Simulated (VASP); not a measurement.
Here is a VASP 6.6.1 calculation.

INCAR

```
ALGO = Normal ; EDIFF = 1E-8
ENCUT = 520 ; GGA = PS
ISIF = 2 ; ISMEAR = -1
LASPH = T ; LCHARG = F
LEFG = T ; LREAL = F
LWAVE = F ; NBANDS = 9
NELM = 60 ; PREC = Accurate
SIGMA = 0.05
```

Contents of KPOINTS:

```
k-points
0
Gamma
  21 21 11
```

POSCAR

```
Be
1.0
    2.2647826536      0.0113239133      0.0113239133
   -1.1225845302      1.9556973554      0.0041448399
    0.0178705123      0.0178705123      3.5741024600
Be
2
Direct
    0.3333333333      0.6666666667      0.7500000000
    0.6666666667      0.3333333333      0.2500000000
```

Potentials or basis: VASP PAW PBE potentials, release 64 (Be).

Launch:

```sh
$ cat potpaw_PBE.64/Be/POTCAR > POTCAR
$ mpirun -np 1 vasp_std > vasp.out
```

**Question.** Predict the band gap on the k mesh.

**Answer.** Zero (bands 2 and 3 overlap by 2.03 eV).

**Question.** Predict the pressure.

**Answer.** -1.2 GPa.

**Question.** What does it give for the largest force?

**Answer.** 0.027 eV/Å.

Stress tensor (GPa, compression positive):
```
-1.17 -1.02 -1.58
-1.02 -1.10 -1.58
-1.58 -1.58 -1.33
```

Caveat: the cell differs from its parent crystal (equal xy, yz and zx shear strains of +1 %); without QUAD_EFG the Cq values of the log hold for a quadrupole moment of 1 mb, not for the nuclei; the PAW data sets were made with another functional, which shifts forces and pressure a little.
